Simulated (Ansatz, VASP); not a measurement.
## One calculation of TaN, two programs

POSCAR

```
TaN
1.0
    5.0625295734      0.0000000000      0.0000000000
   -2.5312647867      4.3842792179      0.0000000000
    0.0000000000      0.0000000000      2.9265530400
Ta N
3 3
Direct
    0.0000000000      0.0000000000      0.0000000000
    0.3333333333      0.6666666667      0.5000000000
    0.6666666667      0.3333333333      0.5000000000
    0.5000000000      0.0000000000      0.0000000000
    0.5000000000      0.5000000000      0.0000000000
    0.0000000000      0.5000000000      0.0000000000
```

The input INCAR.step1:

```
SYSTEM = TaN
PREC = Accurate
ENCUT = 660
ISMEAR = 0
SIGMA = 0.1
LREAL = .False.
LASPH = .True.
NELM = 120
NBANDS = 33
GGA = PE
ALGO = Normal
EDIFF = 1E-5
LWAVE = .True.
LCHARG = .False.
GGA_COMPAT = .False.
```

Contents of INCAR.step2:

```
SYSTEM = TaN
PREC = Accurate
ENCUT = 660
EDIFF = 1E-6
ISMEAR = 0
SIGMA = 0.1
LREAL = .False.
LASPH = .True.
NELM = 120
ALGO = Normal
ISIF = 2
LWAVE = .False.
LCHARG = .False.
METAGGA = R2SCAN
LMIXTAU = .True.
NBANDS = 33
ISTART = 1
GGA_COMPAT = .False.
```

Contents of KPOINTS:

```
regular mesh
0
Gamma
  9 9 12
  0 0 0
```

Input for Ansatz:

```yaml
crystal:
  lattice:
    - [5.0625295734, 0.0, 0.0]
    - [-2.5312647867, 4.3842792179, 0.0]
    - [0.0, 0.0, 2.92655304]
  atoms:
    - { symbol: Ta, position: [0.0, 0.0, 0.0] }
    - { symbol: Ta, position: [0.3333333333, 0.6666666667, 0.5] }
    - { symbol: Ta, position: [0.6666666667, 0.3333333333, 0.5] }
    - { symbol: "N", position: [0.5, 0.0, 0.0] }
    - { symbol: "N", position: [0.5, 0.5, 0.0] }
    - { symbol: "N", position: [0.0, 0.5, 0.0] }
basis:
  ecutwfc: 500
kpoints:
  mp_grid: { grid: [9, 9, 12] }
hamiltonian:
  xc: r2scan
scf:
  occupations: { method: gaussian, width: 0.1 }
output:
  forces: true
  stress: true
  eigenvalues: true
```

Alike in both runs: task single point; functional r2SCAN; k mesh 9 × 9 × 12; occupations gaussian, width 0.1 eV; no spin polarisation.

```csv
,VASP,Ansatz
version,VASP 6.6.1,Ansatz 0.2.0
potentials or method,"VASP PAW PBE potentials, release 64 (Ta_pv, N), cutoff 660 eV","scalar-relativistic, plane waves, PAW"
valence electrons in the cell,48,54
```

VASP gave:

| Item | Value |
| --- | --- |
| gap on the k mesh at the Fermi level (eV) | none |
| pressure (GPa) | 20.6 |
| traceless stress, the component that is largest in VASP (GPa) | -7.63 |

Estimate Ansatz's values.

gap on the k mesh at the Fermi level (eV): none; pressure (GPa): 18.4; traceless stress, the component that is largest in VASP (GPa): -7.89.

VASP's potentials were made for PBE, not for r2SCAN. A gap of «none» marks a metal or a gap that the smearing closes. VASP's potentials hold 48 valence electrons a cell and Ansatz's 54, so a difference there can come from the potentials and not from the codes.

Spin-orbit coupling is off throughout.
